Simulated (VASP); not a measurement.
**SrO: single point with PBE**

Crystal: SrO.

```
Sr O
1.0
     0.00000    2.54038    2.54038
     2.54038    0.00000    2.54038
     2.54038    2.54038    0.00000
Sr O
1 1
Direct
  0.50000 0.50000 0.50000
  0.00000 0.00000 0.00000
```

```json
{
  "Program": "VASP 6.6.1",
  "Task": "single point",
  "Functional": "PBE",
  "Potentials or basis": "VASP PAW PBE potentials, release 64 (Sr_sv, O)",
  "Cutoff": "520 eV",
  "k mesh": "14 × 14 × 14",
  "Occupations": "gaussian, width 0.02 eV",
  "Spin": "no spin polarisation",
  "Dipole correction": "no",
  "Further INCAR settings": "ALGO = Normal; EDIFF = 1e-06; NBANDS = 15"
}
```

```json
{
 "Pressure": "7.2 GPa",
 "Band gap on the k mesh": "3.24 eV, indirect (least direct gap 3.30 eV)"
}
```

Levels at points of the mesh, in eV from the valence-band top:
| k point | band 5 | band 6 | band 7 | band 8 | band 9 | band 10 | band 11 | band 12 |
| --- | --- | --- | --- | --- | --- | --- | --- | --- |
| (0.00, 0.00, 0.00) | -13.86 | 0.00 | 0.00 | 0.00 | 4.25 | 6.29 | 6.29 | 6.29 |
| (0.50, 0.00, 0.00) | -12.66 | -2.24 | -1.21 | -1.21 | 6.71 | 8.75 | 9.06 | 9.06 |
| (0.50, 0.50, 0.00) | -14.27 | -0.37 | -0.06 | -0.06 | 3.24 | 8.08 | 10.41 | 10.71 |

It took 20 s on 1 thread of Intel(R) Xeon(R) 6975P-C (Granite Rapids) (shared host), peak memory 0.19 GiB.

A k mesh can miss the band edges.
